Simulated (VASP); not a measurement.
Here is a VASP 6.6.1 calculation.

The input INCAR:

```
SYSTEM = Hf2Si
  PREC = Accurate
  ENCUT = 520
  EDIFF = 1E-6
  ISMEAR = 1
  SIGMA = 0.5
  LREAL = .False.
  LASPH = .True.
  NELM = 100
  ALGO = Fast
  ISIF = 2
  LWAVE = .False.
  LCHARG = .False.
  GGA = PS
  NBANDS = 33
```

KPOINTS

```
Automatic mesh
0
Gamma
  10 10 10
  0 0 0
```

POSCAR

```
Hf2Si
1.0
   -3.2753522240      3.2753522240      2.5828233930
    3.2753522240     -3.2753522240      2.5828233930
    3.2753522240      3.2753522240     -2.5828233930
Hf Si
4 2
Direct
    0.8435136200      0.6564863800      0.5000000000
    0.3435136200      0.8435136200      0.1870272400
    0.1564863800      0.3435136200      0.5000000000
    0.6564863800      0.1564863800      0.8129727600
    0.7500000000      0.7500000000      0.0000000000
    0.2500000000      0.2500000000      0.0000000000
```

Potentials or basis: VASP PAW PBE potentials, release 64 (Hf_pv, Si).

Launch:

```bash
$ cat potpaw_PBE.64/Hf_pv/POTCAR potpaw_PBE.64/Si/POTCAR > POTCAR
$ mpirun -np 1 vasp_std > vasp.out
```

(1) Estimate the largest force.

(2) What does it give for the pressure?

(3) What does it give for the band gap on the k mesh?

Answers

(1) 0.033 eV/Å.

(2) -2.7 GPa.

(3) zero (bands 24 and 25 overlap by 0.79 eV).

Caveat: the PAW data sets were made with another functional, which shifts forces and pressure a little; spin-orbit coupling is left out, which moves the levels of the heavy elements.
